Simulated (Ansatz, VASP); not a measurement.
**Hf: VASP beside Ansatz**

```xyz
3
Lattice="4.9936 0.0000 0.0000 -2.4968 4.3246 0.0000 0.0000 0.0000 3.0987" Properties=species:S:1:pos:R:3 pbc="T T T"
Hf    2.4968    1.4415    1.5493
Hf    0.0000    2.8831    1.5493
Hf    0.0000    0.0000    0.0000
```

Alike in both runs: functional PBE; k mesh 10 × 10 × 12; occupations gaussian, width 0.05 eV; no spin polarisation.

Ansatz relaxed the structure, and its values are those at the end. VASP's run is a single point on that final structure, the one shown.

```csv
,VASP,Ansatz
version,VASP 6.6.1,Ansatz 0.2.0
potentials or method,"VASP PAW PBE potentials, release 64 (Hf_pv), cutoff 520 eV","scalar-relativistic, plane waves, PAW"
valence electrons in the cell,30,78
```

```csv
,VASP,Ansatz,Ansatz less VASP
gap on the k mesh at the Fermi level (eV),none,none,-
pressure (GPa),-0.4,0.0,+0.44
```

A gap of «none» marks a metal or a gap that the smearing closes. VASP's potentials hold 30 valence electrons a cell and Ansatz's 78, so a difference there can come from the potentials and not from the codes.

Spin-orbit coupling is off throughout.
